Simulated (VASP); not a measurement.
Wanted: the native input for a VASP 6.6.1 run.

```
Task                   : single point
Functional             : PBE
Potentials or basis    : VASP PAW PBE potentials, release 64 (Si, B, W_sv)
Cutoff                 : 500 eV
k mesh                 : 10 × 10 × 10
Occupations            : gaussian, width 0.1 eV
Spin                   : no spin polarisation
Dipole correction      : no
Further INCAR settings : ALGO = Normal; EDIFF = 1e-06; NBANDS = 22
```

The structure of SiB3W lies in POSCAR:

```
SiB3W
1.0
    3.8310887729      0.0000000000      0.0000000000
    0.0000000000      3.8310887729      0.0000000000
    0.0000000000      0.0000000000      3.8310887729
Si B W
1 3 1
Direct
    0.5000000000      0.5000000000      0.5000000000
    0.0000000000      0.5000000000      0.5000000000
    0.5000000000      0.0000000000      0.5000000000
    0.5000000000      0.5000000000      0.0000000000
    0.0000000000      0.0000000000      0.0000000000
```

One way to write it, as run:

INCAR

```
  PREC = Accurate
  ENCUT = 500
  EDIFF = 1E-6
  ISMEAR = 0
  SIGMA = 0.1
  LREAL = False
  LASPH = True
  NELM = 120
  ALGO = Normal
  ISIF = 2
  LWAVE = False
  LCHARG = False
  GGA = PE
  NBANDS = 22
  GGA_COMPAT = False
```

KPOINTS

```
regular mesh
0
Gamma
  10 10 10
```

Potentials or basis: VASP PAW PBE potentials, release 64 (Si, B, W_sv).

Command:

```sh
$ cat potpaw_PBE.64/Si/POTCAR potpaw_PBE.64/B/POTCAR potpaw_PBE.64/W_sv/POTCAR > POTCAR
$ mpirun -np 1 vasp_std > vasp.out
```

Results of the run:

```yaml
Pressure: 0.0 GPa
```

Run time: 46 s on 1 thread of Intel Xeon 6975P-C, on a shared host, peak memory 0.2 GiB.
